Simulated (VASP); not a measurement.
Ge, 4 atoms in the cell. It takes space group I4_132 (No. 214, cubic). Conventional cell: a = 6.890 Å, b = 6.890 Å, c = 6.890 Å, α = 90.00°, β = 90.00°, γ = 90.00°. Ge (site symmetry 32) has 3 Ge at 2.44 Å within 3.2 Å. 

```yaml
Program: VASP 6.6.1
Task: single point
Functional: PBE
Potentials_or_basis: VASP PAW PBE potentials, release 64 (Ge_d)
Cutoff: 520 eV
k_mesh: 4 × 4 × 4
Occupations: gaussian, width 0.1 eV
Spin: no spin polarisation
Dipole_correction: no
Further_INCAR_settings: ALGO = Normal; EDIFF = 1e-07; NBANDS = 36
```

Potentials or basis: VASP PAW PBE potentials, release 64 (Ge_d).

Run with:

```sh
$ cat potpaw_PBE.64/Ge_d/POTCAR > POTCAR
$ mpirun -np 1 vasp_std > vasp.out
```

Hardware: 1 thread of Intel(R) Xeon(R) Platinum 8259CL CPU @ 2.50GHz (Skylake/Cascade Lake), with other jobs on the host.

Q: Estimate the wall time of this run.

A: Run time: 54 s on 1 thread of Intel(R) Xeon(R) Platinum 8259CL CPU @ 2.50GHz (Skylake/Cascade Lake), with other jobs on the host, peak memory 0.31 GiB. Counts: scf iterations 15, k points 8.
